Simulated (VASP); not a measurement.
SnSe2 (SnSe2, measured cell), 3 atoms in the cell. Symmetry: P-3m1, No. 164, trigonal system. The conventional cell has a = 3.811 Å, b = 3.811 Å, c = 6.136 Å, α = 90.00°, β = 90.00°, γ = 120.00°. Sn (site symmetry -3m) has 6 Se at 2.71 Å within 3.6 Å. Within 3.6 Å of Se (site symmetry 3m) lie 3 Sn at 2.71 Å. 

| Item | Value |
| --- | --- |
| Program | VASP 6.6.1 |
| Task | single point |
| Functional | LDA |
| Potentials or basis | VASP PAW LDA potentials, release 64 (Sn_d, Se) |
| Cutoff | 520 eV |
| k mesh | 10 × 10 × 6 |
| Occupations | gaussian, width 0.01 eV |
| Spin | no spin polarisation |
| Dipole correction | no |
| Further INCAR settings | ALGO = Normal; EDIFF = 1e-06; NBANDS = 20 |

Potentials or basis: VASP PAW LDA potentials, release 64 (Sn_d, Se).

Launch:

```sh
$ cat potpaw_LDA.64/Sn_d/POTCAR potpaw_LDA.64/Se/POTCAR > POTCAR
$ mpirun -np 1 vasp_std > vasp.out
```

Hardware: 1 thread of Intel(R) Xeon(R) Platinum 8259CL CPU @ 2.50GHz (Skylake/Cascade Lake), with other jobs on the host.

**Question.** Estimate the wall time of this run.

**Answer.** Wall time 62 s on 1 thread of Intel(R) Xeon(R) Platinum 8259CL CPU @ 2.50GHz (Skylake/Cascade Lake), with other jobs on the host, peak memory 0.23 GiB. Counts: scf iterations 12, k points 72.
